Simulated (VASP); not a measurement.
# Ta3Ru (Fm-3m) in VASP: notebook

Ta3Ru is run at these levels: LDA; tasks: relaxation of cell and atoms, single point.

All numbers are computed with VASP 6.6.1; they aren't measurements. Logs are shortened: lines on timing, memory, paths and dates and some standing lists are left out, and cuts for length are marked.

## (1) The cell of the first run

It takes space group Fm-3m (No. 225, cubic). The conventional cell has a = 6.341 Å, b = 6.341 Å, c = 6.341 Å, α = 90.00°, β = 90.00°, γ = 90.00°. Ta (site symmetry -43m) has 10 Ta at 2.75 to 3.17 Å and 4 Ru at 2.75 Å within 3.6 Å. Ta (site symmetry m-3m) has 8 Ta at 2.75 Å and 6 Ru at 3.17 Å within 3.6 Å. Ru (site symmetry m-3m) has 14 Ta at 2.75 to 3.17 Å within 3.6 Å.

## (2) Relaxation of cell and atoms, LDA

Input file INCAR:

```
SYSTEM = Ta3Ru
ALGO = Fast ; EDIFF = 1E-6
EDIFFG = -0.005 ; ENCUT = 600
IBRION = 2 ; ISIF = 3
ISMEAR = 0 ; LASPH = .True.
LCHARG = .False. ; LREAL = .False.
LWAVE = .False. ; NELM = 100
NSW = 100 ; PREC = Accurate
SIGMA = 0.1
```

Input file KPOINTS:

```
k-points
0
Gamma
  12 12 12
  0 0 0
```

Input file POSCAR:

```
Ta3Ru
1.0
    0.0000000000      3.1706179712      3.1706179712
    3.1706179712      0.0000000000      3.1706179712
    3.1706179712      3.1706179712      0.0000000000
Ta Ru
3 1
Direct
    0.2500000000      0.2500000000      0.2500000000
    0.7500000000      0.7500000000      0.7500000000
    0.5000000000      0.5000000000      0.5000000000
    0.0000000000      0.0000000000      0.0000000000
```

Potentials or basis: VASP PAW LDA potentials, release 64 (Ta_pv, Ru_pv).

Started as:

```console
> cat potpaw_LDA.64/Ta_pv/POTCAR potpaw_LDA.64/Ru_pv/POTCAR > POTCAR
> mpirun -np 1 vasp_std > vasp.out
```

OUTCAR:

```text
SYSTEM = Ta3Ru
   EDIFF = 1E-6
   EDIFFG = -0.005
   ENCUT = 600
   IBRION = 2
   ISIF = 3
   ISMEAR = 0
   LASPH = .True.
   LREAL = .False.
   NELM = 100
   NSW = 100
   PREC = Accurate

 ion  position               nearest neighbor table
   1  0.250  0.250  0.250-   4 2.75   4 2.75   4 2.75   3 2.75   3 2.75   3 2.75   4 2.75   3 2.75
                             2 3.17   2 3.17   2 3.17   2 3.17   2 3.17   2 3.17
   2  0.750  0.750  0.750-   3 2.75   3 2.75   3 2.75   4 2.75   4 2.75   4 2.75   4 2.75   3 2.75
                             1 3.17   1 3.17   1 3.17   1 3.17   1 3.17   1 3.17
   3  0.500  0.500  0.500-   1 2.75   1 2.75   1 2.75   2 2.75   2 2.75   2 2.75   2 2.75   1 2.75
                             4 3.17   4 3.17   4 3.17   4 3.17   4 3.17   4 3.17
   4  0.000  0.000  0.000-   2 2.75   2 2.75   2 2.75   1 2.75   1 2.75   1 2.75   2 2.75   1 2.75
                             3 3.17   3 3.17   3 3.17   3 3.17   3 3.17   3 3.17

  LATTYP: Found a face centered cubic cell.
 ALAT       =     6.3412359424

  Lattice vectors:

 A1 = (   0.0000000000,   3.1706179712,   3.1706179712)
 A2 = (   3.1706179712,   0.0000000000,   3.1706179712)
 A3 = (   3.1706179712,   3.1706179712,   0.0000000000)

Analysis of symmetry for initial positions (statically):
=====================================================================
 Subroutine PRICEL returns:
 Original cell was already a primitive cell.

 Routine SETGRP: Setting up the symmetry group for a
 face centered cubic supercell.

 Subroutine GETGRP returns: Found 48 space group operations
 (whereof 48 operations were pure point group operations)
 out of a pool of 48 trial point group operations.

The static configuration has the point symmetry O_h .

Analysis of symmetry for dynamics (positions and initial velocities):
=====================================================================
 Subroutine PRICEL returns:
 Original cell was already a primitive cell.

 Routine SETGRP: Setting up the symmetry group for a
 face centered cubic supercell.

 Subroutine GETGRP returns: Found 48 space group operations
 (whereof 48 operations were pure point group operations)
 out of a pool of 48 trial point group operations.

The dynamic configuration has the point symmetry O_h .

 Subroutine INISYM returns: Found 48 space group operations
 (whereof 48 operations are pure point group operations),
 and found     1 'primitive' translations

----------------------------------------------------------------------------------------

                                     Primitive cell

  volume of cell :      63.7473

  direct lattice vectors                    reciprocal lattice vectors
     0.000000000  3.170617971  3.170617971    -0.157697964  0.157697964  0.157697964
     3.170617971  0.000000000  3.170617971     0.157697964 -0.157697964  0.157697964
     3.170617971  3.170617971  0.000000000     0.157697964  0.157697964 -0.157697964

  length of vectors
     4.483930936  4.483930936  4.483930936     0.273140887  0.273140887  0.273140887

  position of ions in fractional coordinates (direct lattice)
     0.250000000  0.250000000  0.250000000
     0.750000000  0.750000000  0.750000000
     0.500000000  0.500000000  0.500000000
     0.000000000  0.000000000  0.000000000

  ion indices of the primitive-cell ions
   primitive index   ion index
                 1           1
                 2           2
                 3           3
                 4           4

----------------------------------------------------------------------------------------

 KPOINTS: k-points

Automatic generation of k-mesh.
 Grid dimensions read from file:
 generate k-points for:   12   12   12

 Generating k-lattice:

  Cartesian coordinates                     Fractional coordinates (reciprocal lattice)
    -0.013141497  0.013141497  0.013141497     0.083333333  0.000000000  0.000000000
     0.013141497 -0.013141497  0.013141497     0.000000000  0.083333333  0.000000000
     0.013141497  0.013141497 -0.013141497     0.000000000  0.000000000  0.083333333

  Length of vectors
     0.022761741  0.022761741  0.022761741

  Shift w.r.t. Gamma in fractional coordinates (k-lattice)
     0.000000000  0.000000000  0.000000000

 Subroutine IBZKPT returns following result:
 ===========================================

 Found     72 irreducible k-points:

 Following reciprocal coordinates:
            Coordinates               Weight
  0.000000  0.000000  0.000000      1.000000
  0.083333  0.000000  0.000000      8.000000
  0.166667  0.000000  0.000000      8.000000
  0.250000  0.000000  0.000000      8.000000
  0.333333  0.000000  0.000000      8.000000
  0.416667  0.000000  0.000000      8.000000
[... 16 lines left out ...]
  0.500000  0.166667  0.000000     24.000000
 -0.416667  0.166667  0.000000     24.000000
 [... further k-points ...]
   k-points           NKPTS =     72   k-points in BZ     NKDIM =     72   number of bands    NBANDS=     28
   number of dos      NEDOS =    301   number of ions     NIONS =      4
   total plane-waves  NPLWV =  46656
   dimension x,y,z NGX =    36 NGY =   36 NGZ =   36
   dimension x,y,z NGXF=    72 NGYF=   72 NGZF=   72
   ions per type =               3   1
   NGX,Y,Z   is equivalent  to a cutoff of  13.35, 13.35, 13.35 a.u.
   NGXF,Y,Z  is equivalent  to a cutoff of  26.69, 26.69, 26.69 a.u.
 SYSTEM =  Ta3Ru
   PREC   = accura    normal or accurate (medium, high low for compatibility)
   ISTART =      0    job   : 0-new  1-cont  2-samecut
   ICHARG =      2    charge: 1-file 2-atom 10-const
   ISPIN  =      1    spin polarized calculation?
   LNONCOLLINEAR =      F non collinear calculations
   LSORBIT =      F    spin-orbit coupling
   LASPH  =      T    aspherical Exc in radial PAW
   ENCUT  =  600.0 eV  44.10 Ry    6.64 a.u.   8.96  8.96  8.96*2*pi/ulx,y,z
   NELM   =    100;   NELMIN=  2; NELMDL= -5     # of ELM steps
   EDIFF  = 0.1E-05   stopping-criterion for ELM
   LREAL  =      F    real-space projection
   EDIFFG = -.5E-02   stopping-criterion for IOM
   NSW    =    100    number of steps for IOM
   IBRION =      2    ionic relax: 0-MD 1-quasi-New 2-CG
   NFREE  =      1    steps in history (QN), initial steepest desc. (CG)
   ISIF   =      3    stress and relaxation
   ISYM   =      2    0-nonsym 1-usesym 2-fastsym
   POTIM  = 0.5000    time-step for ionic-motion
   TEBEG  =    0.0;   TEEND  =   0.0 temperature during run
   PSTRESS=    0.0 pullay stress
   NELECT =      47.0000    total number of electrons
   NUPDOWN=      -1.0000    fix difference up-down
   EMIN   =  10.00;   EMAX   =-10.00  energy-range for DOS
   EFERMI =   0.00;   METHOD = LEGACY
   ISMEAR =     0;   SIGMA  =   0.10  broadening in eV -4-tet -1-fermi 0-gaus
   EFERMI_NEDOS =   21; number of points for ismear=-14 and -15
   IALGO  =     68    algorithm
   IMIX   =      4    mixing-type and parameters
     AMIX     =   0.40;   BMIX     =  1.00
     AMIX_MAG =   1.60;   BMIX_MAG =  1.00
  volume/ion in A,a.u.               =      15.94       107.55
  Fermi-wavevector in a.u.,A,eV,Ry     =   1.478950  2.794811 29.759935  2.187294
  Thomas-Fermi vector in A             =   2.593168
   LORBIT       =      0    0 simple, 1 ext, 2 COOP (PROOUT), +10 PAW based schemes
   GGA     = CA    functional components
   LHFCALC =     F    Hartree Fock is set to
   AEXX    =    0.0000 exact exchange contribution
   IVDW    =     0    specifies the selected vdW correction
   LEPSILON=     F    determine dielectric tensor
   LRPA    =     F    only Hartree local field effects (RPA)
 conjugate gradient relaxation of ions
 non-spin polarized calculation
 RMM-DIIS sequential band-by-band and
 Gauss-broadening in eV      SIGMA  =   0.10
  energy-cutoff  :      600.00
  volume of cell :       63.75
 maximum number of plane-waves:      2158
   NGX = 17   NGY = 17   NGZ = 17

--------------------------------------- Ionic step        1  -------------------------------------------

 number of electron      47.0000001 magnetization

 Free energy of the ion-electron system (eV)
  ---------------------------------------------------
  ext. energy  EPLUGINS =         0.00000000
  ---------------------------------------------------
  free energy    TOTEN  =       -50.05896796 eV

  energy without entropy =      -50.05172859  energy(sigma->0) =      -50.05534827

------------------------ aborting loop because EDIFF is reached ----------------------------------------

  FORCE on cell =-STRESS in cart. coord.  units (eV):
  Direction    XX          YY          ZZ          XY          YZ          ZX
  --------------------------------------------------------------------------------------
  -------------------------------------------------------------------------------------
  Total        0.5598045      0.5598045      0.5598045     -0.0000000      0.0000000     -0.0000000
  in kB       14.0697126     14.0697126     14.0697126     -0.0000000      0.0000000     -0.0000000
  external PRESSURE =      14.0697126 kB  Pullay stress =       0.0000000 kB

 VOLUME and BASIS-vectors are now :
 -----------------------------------------------------------------------------
  energy-cutoff  :      600.00
  volume of cell :       63.75
      direct lattice vectors                 reciprocal lattice vectors
     0.000000000  3.170617971  3.170617971    -0.157697964  0.157697964  0.157697964
     3.170617971  0.000000000  3.170617971     0.157697964 -0.157697964  0.157697964
     3.170617971  3.170617971  0.000000000     0.157697964  0.157697964 -0.157697964
[... 39 lines left out ...]
 POSITION                                       TOTAL-FORCE (eV/Angst)
 -----------------------------------------------------------------------------------
      1.59601      1.59601      1.59601         0.000000      0.000000      0.000000
      4.78804      4.78804      4.78804        -0.000000     -0.000000     -0.000000
      3.19202      3.19202      3.19202        -0.000000     -0.000000     -0.000000
      3.19202      0.00000      3.19202        -0.000000     -0.000000     -0.000000
 -----------------------------------------------------------------------------------
    total drift:                                0.000000      0.000000      0.000000

  FREE ENERGIE OF THE ION-ELECTRON SYSTEM (eV)
  ---------------------------------------------------
  free  energy   TOTEN  =       -50.0493572566 eV

  energy  without entropy=      -50.0417629698  energy(sigma->0) =      -50.04556011

--------------------------------------- Ionic step        3  -------------------------------------------

 number of electron      47.0000000 magnetization

 Free energy of the ion-electron system (eV)
  ---------------------------------------------------
  ext. energy  EPLUGINS =         0.00000000
  ---------------------------------------------------
  free energy    TOTEN  =       -50.06047787 eV

  energy without entropy =      -50.05315841  energy(sigma->0) =      -50.05681814

 E-fermi :   7.6120     XC(G=0): -13.4077

 val. band max:        7.6086118705   @ k =   0.1667   0.0833   0.0000
 cond. band min:       7.6580776789   @ k =   0.3333   0.2500   0.0000
 fundamental gap:      0.0494658084
 Fermi energy:         7.6119912429

 k-point     1 :       0.0000    0.0000    0.0000
  band No.  band energies     occupation
      1     -35.0023      2.00000
      2     -35.0023      2.00000
      3     -35.0023      2.00000
      4     -26.3637      2.00000
      5     -26.3637      2.00000
      6     -26.3637      2.00000
[... 20 lines left out ...]
     27      12.2760      0.00000
[... 691 lines left out ...]
      6     -26.4485      2.00000
[... 20 lines left out ...]
     27       9.6534      0.00000
     28       9.7605      0.00000

 [... further k-points ...]

------------------------ aborting loop because EDIFF is reached ----------------------------------------

  FORCE on cell =-STRESS in cart. coord.  units (eV):
  Direction    XX          YY          ZZ          XY          YZ          ZX
  --------------------------------------------------------------------------------------
  -------------------------------------------------------------------------------------
  Total       -0.0026100     -0.0026100     -0.0026100      0.0000000     -0.0000000      0.0000000
  in kB       -0.0652422     -0.0652422     -0.0652422      0.0000000     -0.0000000      0.0000000
  external PRESSURE =      -0.0652422 kB  Pullay stress =       0.0000000 kB

 VOLUME and BASIS-vectors are now :
 -----------------------------------------------------------------------------
  energy-cutoff  :      600.00
  volume of cell :       64.10
      direct lattice vectors                 reciprocal lattice vectors
    -0.000000000  3.176386966  3.176386966    -0.157411551  0.157411551  0.157411551
     3.176386966  0.000000000  3.176386966     0.157411551 -0.157411551  0.157411551
     3.176386966  3.176386966  0.000000000     0.157411551  0.157411551 -0.157411551

 POSITION                                       TOTAL-FORCE (eV/Angst)
 -----------------------------------------------------------------------------------
      1.58819      1.58819      1.58819        -0.000000     -0.000000     -0.000000
      4.76458      4.76458      4.76458         0.000000      0.000000      0.000000
      3.17639      3.17639      3.17639        -0.000000     -0.000000      0.000000
      0.00000      0.00000      0.00000        -0.000000     -0.000000      0.000000
 -----------------------------------------------------------------------------------
    total drift:                                0.000000      0.000000      0.000000

  FREE ENERGIE OF THE ION-ELECTRON SYSTEM (eV)
  ---------------------------------------------------
  free  energy   TOTEN  =       -50.0604778716 eV

  energy  without entropy=      -50.0531584091  energy(sigma->0) =      -50.05681814

 reached required accuracy - stopping structural energy minimisation
```

It took 3.6 min on 1 thread of Intel Xeon Platinum 8488C (Sapphire Rapids), shared host; peak memory 0.29 GiB.

Results:

```
Free energy                           : -50.0605 eV
Relaxed volume                        : 16.02 Å³/atom
Relaxed cell                          : a = 4.492 Å, b = 4.492 Å, c = 4.492 Å, α = 60.00°, β = 60.00°, γ = 60.00°
Space group after relaxing (to 0.1 Å) : Fm-3m (No. 225)
Energy gained by relaxing             : 0.4 meV/atom
Ionic steps                           : 3
Pressure after relaxing               : 0.0 GPa
Band gap on the k mesh                : zero (an odd number of electrons rules out a gap without spin polarisation)
```

Step by step:
| step | energy change (eV) | largest force (eV/Å) | pressure (GPa) | volume (Å³) |
| --- | --- | --- | --- | --- |
| 1 | 0.0000 | 0.0000 | 1.41 | 63.75 |
| 2 | 0.0096 | 0.0000 | -3.70 | 65.05 |
| 3 | -0.0015 | 0.0000 | -0.01 | 64.10 |

Final structure:
```
Ta Ru
1.0
     0.00000    3.17639    3.17639
     3.17639    0.00000    3.17639
     3.17639    3.17639    0.00000
Ta Ru
3 1
Direct
  0.25000 0.25000 0.25000
  0.75000 0.75000 0.75000
  0.50000 0.50000 0.50000
  0.00000 0.00000 0.00000
```

Caveat: spin-orbit coupling is left out, which moves the levels of the heavy elements.

(Part 1 of 2 ends here.)

The gap in the log of VASP goes by the Fermi energy; the results here count the filled bands.